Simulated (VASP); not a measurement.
Crystal: Ti.

```
Ti
1.0
     5.87871    0.00000    0.00000
    -2.93936    5.09112    0.00000
     0.00000    0.00000    9.29704
Ti
16
Direct
  0.16667 0.33333 0.12500
  0.33333 0.16667 0.37500
  0.16667 0.33333 0.62500
  0.33333 0.16667 0.87500
  0.16667 0.83333 0.12500
  0.33333 0.66667 0.37500
  0.16667 0.83333 0.62500
  0.33333 0.66667 0.87500
  0.66667 0.33333 0.12500
  0.83333 0.16667 0.37500
  0.66667 0.33333 0.62500
  0.83333 0.16667 0.87500
  0.66667 0.83333 0.12500
  0.83333 0.66667 0.37500
  0.66667 0.83333 0.62500
  0.83333 0.66667 0.87500
```

Base run:

| Item | Value |
| --- | --- |
| Program | VASP 6.6.1 |
| Functional | PBEsol |
| Potentials or basis | VASP PAW PBE potentials, release 64 (Ti_sv) |
| Cutoff | 500 eV |
| k mesh | 4 × 4 × 2 |
| Occupations | methfessel-paxton, width 0.1 eV |
| Spin | no spin polarisation |

Its results: band gap on the k mesh zero (bands 96 and 97 overlap by 0.84 eV); pressure -4.9 GPa.

Problem. The run is repeated on the same cell with these changes: functional from PBEsol to PBE. What comes out?

Solution. Band gap on the k mesh zero (bands 96 and 97 overlap by 0.86 eV); pressure -0.6 GPa.

PBE binds less tightly than PBEsol, so the same cell stands under more pressure.

Caveats: the cell stands under tension (at least some runs); the PAW data sets were made with another functional, which shifts forces and pressure a little (at least some runs).
